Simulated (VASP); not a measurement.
## Zr12H (a cell with a defect): single point with PBE

Zr12H (a cell with a defect):

```
Zr H
1.0
     6.46000    0.00000    0.00000
    -4.84500    8.39179    0.00000
     0.00000    0.00000    5.14539
Zr H
12 1
Direct
  0.00449 0.00384 0.00270
  0.17223 0.22549 0.48051
  0.99824 0.33158 0.98911
  0.16281 0.55234 0.50413
  0.99904 0.66623 0.00345
  0.16576 0.89032 0.49877
  0.49674 0.00362 0.00998
  0.66682 0.22196 0.49146
  0.50293 0.33486 0.98487
  0.66866 0.55466 0.50436
  0.49469 0.66017 0.01879
  0.66501 0.88859 0.49663
  0.66248 0.88673 0.88638
```

```yaml
Program: VASP 6.6.1
Task: single point
Functional: PBE
Potentials_or_basis: VASP PAW PBE potentials, release 64 (Zr_sv, H)
Cutoff: 520 eV
k_mesh: 3 × 2 × 3
Occupations: gaussian, width 0.05 eV
Spin: no spin polarisation
```

```
Pressure               : 2.1 GPa
Largest force          : 0.032 eV/Å
Band gap on the k mesh : zero (an odd number of electrons rules out a gap without spin polarisation)
```

Forces on the atoms (eV/Å):
```
Zr  -0.001  0.010 -0.006
Zr   0.006  0.006 -0.003
Zr   0.019  0.007 -0.018
Zr  -0.012  0.016  0.015
Zr   0.019  0.004 -0.015
Zr   0.014 -0.027 -0.008
Zr  -0.020 -0.010  0.023
Zr  -0.004 -0.001 -0.006
Zr  -0.008  0.000 -0.012
Zr   0.000 -0.010  0.002
Zr  -0.005 -0.011  0.019
Zr  -0.008  0.011  0.010
H    0.000  0.004 -0.002
```

Stress tensor (GPa, compression positive):
```
 2.06  0.09  0.06
 0.09  2.00 -0.06
 0.06 -0.06  2.39
```

Levels at points of the mesh, in eV from the Fermi level:
```csv
k point,band 68,band 69,band 70,band 71,band 72,band 73,band 74,band 75,band 76,band 77
"(0.00, 0.00, 0.00)",-0.62,-0.46,-0.25,0.12,0.23,0.49,0.56,0.74,0.79,0.81
"(0.00, 0.50, 0.00)",-0.27,-0.22,-0.15,-0.05,0.06,0.17,0.24,0.51,0.52,0.63
```

It took 11 min on 1 thread of Oxide Virtual Turin-like Processor, with other jobs on the host, peak memory 0.38 GiB.

Caveat: the k points lie up to 0.41 Å⁻¹ apart, too coarse for converged energies and pressures of a metal.
